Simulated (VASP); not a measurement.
Input of a VASP 6.6.1 run:

The input INCAR:

```
  ALGO = Normal
  EDIFF = 1E-7
  EDIFFG = -0.02
  ENCUT = 500
  GGA = RP
  GGA_COMPAT = F
  IBRION = 2
  ISIF = 3
  ISMEAR = -1
  IVDW = 12
  LASPH = T
  LCHARG = F
  LREAL = F
  LWAVE = F
  NELM = 120
  NELMIN = 4
  NSW = 80
  PREC = Accurate
  PSTRESS = 400.0
  SIGMA = 0.1
```

KPOINTS

```
k-points
0
Gamma
  9 9 9
```

File POSCAR:

```
W
1.0
    2.5900000000      0.0000000000      0.0000000000
    0.0000000000      2.5900000000      0.0000000000
    0.0000000000      0.0000000000      2.5900000000
W
1
Direct
    0.0000000000      0.0000000000      0.0000000000
```

Potentials or basis: VASP PAW PBE potentials, release 64 (W_sv).

Command:

```sh
$ cat potpaw_PBE.64/W_sv/POTCAR > POTCAR
$ mpirun -np 1 vasp_std > vasp.out
```

(1) Estimate the band gap on the k mesh.

(2) Predict the relaxed volume.

(3) What does it give for the dispersion energy per atom?

(4) What does it give for the relaxed cell?

Results:

(1) zero (band 7 reaches 15.47 eV, above the bottom of band 8 at 12.80 eV).

(2) 14.08 Å³/atom.

(3) -5.271 eV.

(4) a = 2.415 Å, b = 2.415 Å, c = 2.415 Å, α = 90.00°, β = 90.00°, γ = 90.00°.

Caveat: the cell is relaxed towards a set pressure, so the enthalpy falls and the energy may rise; the volume moved by over 15 % at a fixed basis, so the end points are rough; the PAW data sets were made with another functional, which shifts forces and pressure a little; spin-orbit coupling is left out, which moves the levels of the heavy elements; pairwise dispersion overbinds metals, which lowers pressure and volume.
